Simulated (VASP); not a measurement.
# GaAs (rocksalt type) (Fm-3m) in VASP: notebook

GaAs (rocksalt type) is run at these levels: r2SCAN; tasks: single point.

Program: VASP 6.6.1. These are calculated values, not measurements. Logs are shortened: lines on timing, memory, paths and dates and some standing lists are left out, and cuts for length are marked.

## 1. The cell of the first run

Symmetry: Fm-3m, No. 225, cubic system. Conventional cell: a = 4.367 Å, b = 4.367 Å, c = 4.367 Å, α = 90.00°, β = 90.00°, γ = 90.00°. Ga (site symmetry m-3m) has 6 As at 2.18 Å within 2.9 Å. Within 2.9 Å of As (site symmetry m-3m) lie 6 Ga at 2.18 Å.

## 2. Single point, r2SCAN (volume scaled by 0.55)

POSCAR

```
GaAs
1.0
    0.0000000000      2.1835173626      2.1835173626
    2.1835173626      0.0000000000      2.1835173626
    2.1835173626      2.1835173626      0.0000000000
Ga As
1 1
Direct
    0.0000000000      0.0000000000      0.0000000000
    0.5000000000      0.5000000000      0.5000000000
```

INCAR.step1

```
ALGO = Normal
EDIFF = 1E-4
ENCUT = 520
GGA = PE
ISMEAR = -1
LASPH = True
LCHARG = False
LREAL = False
LWAVE = True
NBANDS = 16
NELM = 60
PREC = Accurate
SIGMA = 0.1
```

INCAR.step2

```
ALGO = Normal
EDIFF = 1E-7
ENCUT = 520
ISIF = 2
ISMEAR = -1
ISTART = 1
LASPH = True
LCHARG = False
LMIXTAU = True
LREAL = False
LWAVE = False
METAGGA = R2SCAN
NBANDS = 16
NELM = 60
PREC = Accurate
SIGMA = 0.1
```

KPOINTS

```
k-points
0
Gamma
  15 15 15
```

Potentials or basis: VASP PAW PBE potentials, release 64 (Ga_d, As).

Command:

```
cat potpaw_PBE.64/Ga_d/POTCAR potpaw_PBE.64/As/POTCAR > POTCAR
cp INCAR.step1 INCAR
mpirun -np 1 vasp_std > vasp.out
cp INCAR.step2 INCAR
mpirun -np 1 vasp_std > vasp.out
```

OUTCAR:

```text
EDIFF = 1E-7
   ENCUT = 520
   ISIF = 2
   ISMEAR = -1
   ISTART = 1
   LASPH = True
   LREAL = False
   METAGGA = R2SCAN
   NELM = 60
   PREC = Accurate

 ion  position               nearest neighbor table
   1  0.000  0.000  0.000-   2 2.18   2 2.18   2 2.18   2 2.18   2 2.18   2 2.18
   2  0.500  0.500  0.500-   1 2.18   1 2.18   1 2.18   1 2.18   1 2.18   1 2.18

  LATTYP: Found a face centered cubic cell.
 ALAT       =     4.3670347252

  Lattice vectors:

 A1 = (   0.0000000000,   2.1835173626,   2.1835173626)
 A2 = (   2.1835173626,   0.0000000000,   2.1835173626)
 A3 = (   2.1835173626,   2.1835173626,   0.0000000000)

Analysis of symmetry for initial positions (statically):
=====================================================================
 Subroutine PRICEL returns:
 Original cell was already a primitive cell.

 Routine SETGRP: Setting up the symmetry group for a
 face centered cubic supercell.

 Subroutine GETGRP returns: Found 48 space group operations
 (whereof 48 operations were pure point group operations)
 out of a pool of 48 trial point group operations.

The static configuration has the point symmetry O_h .

Analysis of symmetry for dynamics (positions and initial velocities):
=====================================================================
 Subroutine PRICEL returns:
 Original cell was already a primitive cell.

 Routine SETGRP: Setting up the symmetry group for a
 face centered cubic supercell.

 Subroutine GETGRP returns: Found 48 space group operations
 (whereof 48 operations were pure point group operations)
 out of a pool of 48 trial point group operations.

The dynamic configuration has the point symmetry O_h .

 Subroutine INISYM returns: Found 48 space group operations
 (whereof 48 operations are pure point group operations),
 and found     1 'primitive' translations

----------------------------------------------------------------------------------------

                                     Primitive cell

  volume of cell :      20.8209

  direct lattice vectors                    reciprocal lattice vectors
     0.000000000  2.183517363  2.183517363    -0.228988333  0.228988333  0.228988333
     2.183517363  0.000000000  2.183517363     0.228988333 -0.228988333  0.228988333
     2.183517363  2.183517363  0.000000000     0.228988333  0.228988333 -0.228988333

  length of vectors
     3.087959868  3.087959868  3.087959868     0.396619426  0.396619426  0.396619426

  position of ions in fractional coordinates (direct lattice)
     0.000000000  0.000000000  0.000000000
     0.500000000  0.500000000  0.500000000

  ion indices of the primitive-cell ions
   primitive index   ion index
                 1           1
                 2           2

----------------------------------------------------------------------------------------

 KPOINTS: k-points

Automatic generation of k-mesh.
 Grid dimensions read from file:
 generate k-points for:   15   15   15

 Generating k-lattice:

  Cartesian coordinates                     Fractional coordinates (reciprocal lattice)
    -0.015265889  0.015265889  0.015265889     0.066666667  0.000000000  0.000000000
     0.015265889 -0.015265889  0.015265889     0.000000000  0.066666667  0.000000000
     0.015265889  0.015265889 -0.015265889     0.000000000  0.000000000  0.066666667

  Length of vectors
     0.026441295  0.026441295  0.026441295

  Shift w.r.t. Gamma in fractional coordinates (k-lattice)
     0.000000000  0.000000000  0.000000000

 Subroutine IBZKPT returns following result:
 ===========================================

 Found    120 irreducible k-points:

 Following reciprocal coordinates:
            Coordinates               Weight
  0.000000  0.000000  0.000000      1.000000
  0.066667  0.000000  0.000000      8.000000
  0.133333  0.000000  0.000000      8.000000
  0.200000  0.000000  0.000000      8.000000
  0.266667  0.000000  0.000000      8.000000
  0.333333  0.000000  0.000000      8.000000
[... 16 lines left out ...]
  0.133333  0.133333  0.000000      6.000000
  0.200000  0.133333  0.000000     24.000000
 [... further k-points ...]
   k-points           NKPTS =    120   k-points in BZ     NKDIM =    120   number of bands    NBANDS=     16
   number of dos      NEDOS =    301   number of ions     NIONS =      2
   total plane-waves  NPLWV =  13824
   dimension x,y,z NGX =    24 NGY =   24 NGZ =   24
   dimension x,y,z NGXF=    48 NGYF=   48 NGZF=   48
   ions per type =               1   1
   NGX,Y,Z   is equivalent  to a cutoff of  12.92, 12.92, 12.92 a.u.
   NGXF,Y,Z  is equivalent  to a cutoff of  25.84, 25.84, 25.84 a.u.
 SYSTEM =  unknown system
   PREC   = accura    normal or accurate (medium, high low for compatibility)
   ISTART =      1    job   : 0-new  1-cont  2-samecut
   ICHARG =      0    charge: 1-file 2-atom 10-const
   ISPIN  =      1    spin polarized calculation?
   LNONCOLLINEAR =      F non collinear calculations
   LSORBIT =      F    spin-orbit coupling
   LASPH  =      T    aspherical Exc in radial PAW
   ENCUT  =  520.0 eV  38.22 Ry    6.18 a.u.   5.74  5.74  5.74*2*pi/ulx,y,z
   NELM   =     60;   NELMIN=  2; NELMDL=  0     # of ELM steps
   EDIFF  = 0.1E-06   stopping-criterion for ELM
   LREAL  =      F    real-space projection
   EDIFFG = 0.1E-05   stopping-criterion for IOM
   NSW    =      0    number of steps for IOM
   IBRION =     -1    ionic relax: 0-MD 1-quasi-New 2-CG
   NFREE  =      0    steps in history (QN), initial steepest desc. (CG)
   ISIF   =      2    stress and relaxation
   ISYM   =      2    0-nonsym 1-usesym 2-fastsym
   POTIM  = 0.5000    time-step for ionic-motion
   TEBEG  =    0.0;   TEEND  =   0.0 temperature during run
   PSTRESS=    0.0 pullay stress
   NELECT =      18.0000    total number of electrons
   NUPDOWN=      -1.0000    fix difference up-down
   EMIN   =  10.00;   EMAX   =-10.00  energy-range for DOS
   EFERMI =   0.00;   METHOD = LEGACY
   ISMEAR =    -1;   SIGMA  =   0.10  broadening in eV -4-tet -1-fermi 0-gaus
   EFERMI_NEDOS =   21; number of points for ismear=-14 and -15
   IALGO  =     38    algorithm
   IMIX   =      4    mixing-type and parameters
     AMIX     =   0.40;   BMIX     =  1.00
     AMIX_MAG =   1.60;   BMIX_MAG =  1.00
  volume/ion in A,a.u.               =      10.41        70.25
  Fermi-wavevector in a.u.,A,eV,Ry     =   1.559549  2.947120 33.091995  2.432193
  Thomas-Fermi vector in A             =   2.662891
   LORBIT       =      0    0 simple, 1 ext, 2 COOP (PROOUT), +10 PAW based schemes
   METAGGA = R2SCAN    functional components
   LHFCALC =     F    Hartree Fock is set to
   AEXX    =    0.0000 exact exchange contribution
   IVDW    =     0    specifies the selected vdW correction
   LEPSILON=     F    determine dielectric tensor
   LRPA    =     F    only Hartree local field effects (RPA)
 non-spin polarized calculation
  energy-cutoff  :      520.00
  volume of cell :       20.82
 maximum number of plane-waves:       572
   NGX = 11   NGY = 11   NGZ = 11

 number of electron      17.9999990 magnetization

 Free energy of the ion-electron system (eV)
  ---------------------------------------------------
  ext. energy  EPLUGINS =         0.00000000
  ---------------------------------------------------
  free energy    TOTEN  =       -20.31497101 eV

  energy without entropy =      -20.29761286  energy(sigma->0) =      -20.30629194

 E-fermi :  14.2446     XC(G=0): -14.9736

 val. band max:       14.2432010532   @ k =   0.3333   0.0667   0.0000
 cond. band min:      14.2567231922   @ k =   0.4000   0.0000   0.0000
 fundamental gap:      0.0135221390
 Fermi energy:        14.2446209992

 k-point     1 :       0.0000    0.0000    0.0000
  band No.  band energies     occupation
      1      -6.8942      2.00000
      2      -3.2582      2.00000
      3      -3.2582      2.00000
      4      -3.2232      2.00000
      5      -3.2232      2.00000
      6      -3.2232      2.00000
[... 8 lines left out ...]
     15      25.8886      0.00000
     16      25.8886      0.00000

 k-point     2 :       0.0667    0.0000    0.0000
  band No.  band energies     occupation
      1      -6.7843      2.00000
      2      -3.2686      2.00000
      3      -3.2686      2.00000
      4      -3.2279      2.00000
      5      -3.2162      2.00000
      6      -3.2162      2.00000
[... 8 lines left out ...]
     15      24.6504      0.00000
     16      25.2020      0.00000

 k-point     3 :       0.1333    0.0000    0.0000
  band No.  band energies     occupation
      1      -6.4564      2.00000
      2      -3.3023      2.00000
      3      -3.3023      2.00000
      4      -3.2400      2.00000
      5      -3.1918      2.00000
      6      -3.1918      2.00000
[... 8 lines left out ...]
     15      24.8758      0.00000
     16      25.0882      0.00000

 k-point     4 :       0.2000    0.0000    0.0000
  band No.  band energies     occupation
      1      -5.9173      2.00000
      2      -3.3537      2.00000
      3      -3.3537      2.00000
      4      -3.2531      2.00000
      5      -3.1537      2.00000
      6      -3.1537      2.00000
[... 8 lines left out ...]
     15      24.2770      0.00000
     16      26.5238      0.00000

 k-point     5 :       0.2667    0.0000    0.0000
  band No.  band energies     occupation
      1      -5.1862      2.00000
      2      -3.4130      2.00000
      3      -3.4129      2.00000
      4      -3.2510      2.00000
      5      -3.1090      2.00000
      6      -3.1090      2.00000
[... 8 lines left out ...]
     15      25.5014      0.00000
     16      28.2654      0.00000

 k-point     6 :       0.3333    0.0000    0.0000
  band No.  band energies     occupation
      1      -4.3372      2.00000
      2      -3.4694      2.00000
      3      -3.4694      2.00000
      4      -3.1726      2.00000
      5      -3.0658      2.00000
      6      -3.0658      2.00000
[... 8 lines left out ...]
     15      27.1967      0.00000
     16      30.2052      0.00000

 k-point     7 :       0.4000    0.0000    0.0000
  band No.  band energies     occupation
      1      -3.7285      2.00000
      2      -3.5134      2.00000
      3      -3.5133      2.00000
      4      -3.0318      2.00000
      5      -3.0317      2.00000
      6      -2.7078      2.00000
[... 8 lines left out ...]
     15      29.1146      0.00000
     16      32.3058      0.00000

 k-point     8 :       0.4667    0.0000    0.0000
  band No.  band energies     occupation
      1      -3.5880      2.00000
      2      -3.5374      2.00000
      3      -3.5373      2.00000
      4      -3.0130      2.00000
      5      -3.0130      2.00000
      6      -1.8556      2.00000
[... 8 lines left out ...]
     15      31.0380      0.00000
     16      34.3798      0.00000

 k-point     9 :       0.0667    0.0667    0.0000
  band No.  band energies     occupation
      1      -6.7482      2.00000
      2      -3.2869      2.00000
      3      -3.2531      2.00000
      4      -3.2316      2.00000
      5      -3.2143      2.00000
      6      -3.2143      2.00000
[... 8 lines left out ...]
     15      25.5051      0.00000
     16      26.1581      0.00000
[... 172 lines left out ...]
 k-point    19 :      -0.2667    0.0667    0.0000
  band No.  band energies     occupation
      1      -4.8372      2.00000
      2      -3.4524      2.00000
      3      -3.4224      2.00000
      4      -3.2471      2.00000
      5      -3.1072      2.00000
      6      -3.0385      2.00000
[... 8 lines left out ...]
     15      26.1585      0.00000
     16      30.1966      0.00000

 k-point    20 :      -0.2000    0.0667    0.0000
  band No.  band energies     occupation
      1      -5.6055      2.00000
      2      -3.3975      2.00000
      3      -3.3611      2.00000
      4      -3.2604      2.00000
      5      -3.1505      2.00000
      6      -3.1046      2.00000
[... 8 lines left out ...]
     15      25.1959      0.00000
     16      28.3820      0.00000

 k-point    21 :      -0.1333    0.0667    0.0000
  band No.  band energies     occupation
      1      -6.2055      2.00000
      2      -3.3427      2.00000
      3      -3.3090      2.00000
      4      -3.2498      2.00000
      5      -3.1865      2.00000
      6      -3.1567      2.00000
[... 8 lines left out ...]
     15      25.8509      0.00000
     16      26.7054      0.00000

 k-point    22 :      -0.0667    0.0667    0.0000
  band No.  band energies     occupation
      1      -6.6023      2.00000
      2      -3.2980      2.00000
      3      -3.2753      2.00000
      4      -3.2361      2.00000
      5      -3.2087      2.00000
      6      -3.1961      2.00000
[... 8 lines left out ...]
     15      24.9886      0.00000
     16      25.9582      0.00000

 k-point    23 :       0.1333    0.1333    0.0000
  band No.  band energies     occupation
      1      -6.3198      2.00000
      2      -3.3555      2.00000
      3      -3.2551      2.00000
      4      -3.2386      2.00000
      5      -3.1873      2.00000
      6      -3.1873      2.00000
[... 8 lines left out ...]
     15      27.0186      0.00000
     16      27.0186      0.00000

 k-point    24 :       0.2000    0.1333    0.0000
  band No.  band energies     occupation
      1      -5.9392      2.00000
      2      -3.3923      2.00000
      3      -3.2709      2.00000
      4      -3.2527      2.00000
      5      -3.1602      2.00000
      6      -3.1520      2.00000
[... 8 lines left out ...]
     15      26.8072      0.00000
     16      27.3831      0.00000

 [... further k-points ...]
[... 5 lines left out ...]
  --------------------------------------------------------------------------------------
  -------------------------------------------------------------------------------------
  Total       24.9559026     24.9559026     24.9559026     -0.0000000     -0.0000000      0.0000000
  in kB     1920.3656076   1920.3656076   1920.3656076     -0.0000000     -0.0000000      0.0000000
  external PRESSURE =    1920.3656076 kB  Pullay stress =       0.0000000 kB

 VOLUME and BASIS-vectors are now :
 -----------------------------------------------------------------------------
  energy-cutoff  :      520.00
  volume of cell :       20.82
      direct lattice vectors                 reciprocal lattice vectors
     0.000000000  2.183517363  2.183517363    -0.228988333  0.228988333  0.228988333
     2.183517363  0.000000000  2.183517363     0.228988333 -0.228988333  0.228988333
     2.183517363  2.183517363  0.000000000     0.228988333  0.228988333 -0.228988333

 POSITION                                       TOTAL-FORCE (eV/Angst)
 -----------------------------------------------------------------------------------
      0.00000      0.00000      0.00000        -0.000000     -0.000000      0.000000
      2.18352      2.18352      2.18352         0.000000      0.000000      0.000000
 -----------------------------------------------------------------------------------
    total drift:                                0.000000     -0.000000     -0.000000

  FREE ENERGIE OF THE ION-ELECTRON SYSTEM (eV)
  ---------------------------------------------------
  free  energy   TOTEN  =       -20.3149710084 eV

  energy  without entropy=      -20.2976128628  energy(sigma->0) =      -20.30629194
```

It took 52 s on 1 thread of Intel Xeon 6975P-C (Granite Rapids), shared host; peak memory 0.17 GiB.

What came out:

| Property | Result |
| --- | --- |
| Free energy | -20.3150 eV |
| Pressure | 192.0 GPa |
| Band gap on the k mesh | zero (band 9 reaches 15.34 eV, above the bottom of band 10 at 11.59 eV) |

Levels at points of the mesh, in eV from the Fermi level:
```
           k point  band 7  band 8  band 9  band 10  band 11  band 12
(0.00, 0.00, 0.00)   -0.23   -0.23   -0.23     7.58     7.58     7.58
```

Caveat: the PAW data sets were made with another functional, which shifts forces and pressure a little.

## 3. Single point, r2SCAN (volume scaled by 0.64)

POSCAR

```
GaAs
1.0
    0.0000000000      2.2966549124      2.2966549124
    2.2966549124      0.0000000000      2.2966549124
    2.2966549124      2.2966549124      0.0000000000
Ga As
1 1
Direct
    0.0000000000      0.0000000000      0.0000000000
    0.5000000000      0.5000000000      0.5000000000
```

INCAR.step1

```
SYSTEM = GaAs
PREC = Accurate
ENCUT = 520
ISMEAR = -1
SIGMA = 0.1
LREAL = .False.
LASPH = .True.
NELM = 100
NBANDS = 16
GGA = PE
ALGO = Normal
EDIFF = 1E-4
LWAVE = .True.
LCHARG = .False.
```

INCAR.step2

```
SYSTEM = GaAs
PREC = Accurate
ENCUT = 520
EDIFF = 1E-7
ISMEAR = -1
SIGMA = 0.1
LREAL = .False.
LASPH = .True.
NELM = 100
ALGO = Normal
ISIF = 2
LWAVE = .False.
LCHARG = .False.
METAGGA = R2SCAN
LMIXTAU = .True.
NBANDS = 16
ISTART = 1
```

KPOINTS

```
regular mesh
0
Gamma
  15 15 15
  0 0 0
```

Potentials or basis: VASP PAW PBE potentials, release 64 (Ga_d, As).

Command:

```
cat potpaw_PBE.64/Ga_d/POTCAR potpaw_PBE.64/As/POTCAR > POTCAR
cp INCAR.step1 INCAR
mpirun -np 1 vasp_std > vasp.out
cp INCAR.step2 INCAR
mpirun -np 1 vasp_std > vasp.out
```

Run time: 43 s. Hardware: 1 thread of Intel Xeon 6975P-C (Granite Rapids), shared host; peak memory 0.18 GiB.

Results (log left out):

```
Free energy            : -23.3448 eV
Pressure               : 102.4 GPa
Band gap on the k mesh : zero (band 9 reaches 12.41 eV, above the bottom of band 10 at 8.51 eV)
```

Levels at points of the mesh, in eV from the Fermi level:
```csv
k point,band 5,band 6,band 7,band 8,band 9,band 10,band 11,band 12,band 13,band 14
"(0.00, 0.00, 0.00)",-16.57,-16.57,-0.15,-0.15,-0.15,6.31,7.71,7.71,7.71,10.58
```

Caveat: the PAW data sets were made with another functional, which shifts forces and pressure a little.
